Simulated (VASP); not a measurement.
Input of a VASP 6.6.1 run:

File INCAR:

```
SYSTEM = Rb
PREC = Accurate ; ENCUT = 520
EDIFF = 1E-6 ; ISMEAR = 0
SIGMA = 0.15 ; LREAL = .False.
LASPH = .True. ; NELM = 80
ALGO = Fast ; ISIF = 2
LWAVE = .False. ; LCHARG = .True.
LELF = .True. ; LVHAR = .True.
NBANDS = 10
```

Contents of KPOINTS:

```
regular mesh
0
Gamma
  12 12 12
  0 0 0
```

POSCAR

```
Rb
1.0
   -3.0712130978      3.0712130978      2.6940465770
    3.0712130978     -3.0712130978      2.6940465770
    2.6940465770      2.6940465770     -2.6940465770
Rb
1
Direct
    0.0000000000      0.0000000000      0.0000000000
```

Potentials or basis: VASP PAW LDA potentials, release 64 (Rb_sv).

The run is started by

```console
$ cat potpaw_LDA.64/Rb_sv/POTCAR > POTCAR
$ mpirun -np 1 vasp_std > vasp.out
```

(1) What does it give for the band gap on the k mesh?

(2) Predict the pressure.

## Answers

(1) zero (an odd number of electrons rules out a gap without spin polarisation).

(2) -0.4 GPa.
